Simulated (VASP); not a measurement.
Wanted: the native input for a VASP 6.6.1 run.

```
Task                   : single point
Functional             : PBE
Potentials or basis    : VASP PAW PBE potentials, release 64 (Mg, Tl_d, O)
Cutoff                 : 520 eV
k mesh                 : 4 × 4 × 1
Occupations            : gaussian, width 0.1 eV
Spin                   : no spin polarisation
Dipole correction      : yes
Further INCAR settings : ALGO = Normal; EDIFF = 1e-06; NBANDS = 20
```

The structure of Mg2TlO lies in POSCAR:

```
Mg2TlO
1.0
    6.0865660000      0.0000000000      0.0000000000
    0.0000000000      6.0865660000      0.0000000000
    0.0000000000      0.0000000000     14.0000000000
Mg Tl O
2 1 1
Direct
    0.5000000000      0.0000000000      0.5000000000
    0.0000000000      0.5000000000      0.5000000000
    0.5000000000      0.5000000000      0.5000000000
    0.0000000000      0.0000000000      0.5000000000
```

The cell was generated, and may not be a known phase.

The input as run:

INCAR

```
SYSTEM = Mg2TlO
ALGO = Normal
DIPOL = 0.5 0.5 0.500
EDIFF = 1E-6
ENCUT = 520
GGA = PE
IDIPOL = 3
ISIF = 2
ISMEAR = 0
LASPH = .True.
LCHARG = .False.
LDIPOL = .True.
LREAL = .False.
LWAVE = .False.
NBANDS = 20
NELM = 60
PREC = Accurate
SIGMA = 0.1
```

KPOINTS

```
k-points
0
Gamma
  4 4 1
  0 0 0
```

Potentials or basis: VASP PAW PBE potentials, release 64 (Mg, Tl_d, O).

Command:

```sh
$ cat potpaw_PBE.64/Mg/POTCAR potpaw_PBE.64/Tl_d/POTCAR potpaw_PBE.64/O/POTCAR > POTCAR
$ mpirun -np 1 vasp_std > vasp.out
```

It gave:

```json
{
  "Band gap on the k mesh": "zero (an odd number of electrons rules out a gap without spin polarisation)"
}
```

Caveat: spin-orbit coupling is left out, which moves the levels of the heavy elements; an odd number of electrons without spin polarisation forces a metal; a magnetic or distorted state may lie lower.

Run time: 3.2 min on 1 thread of Oxide Virtual Turin-like Processor, on a shared host, peak memory 0.54 GiB.
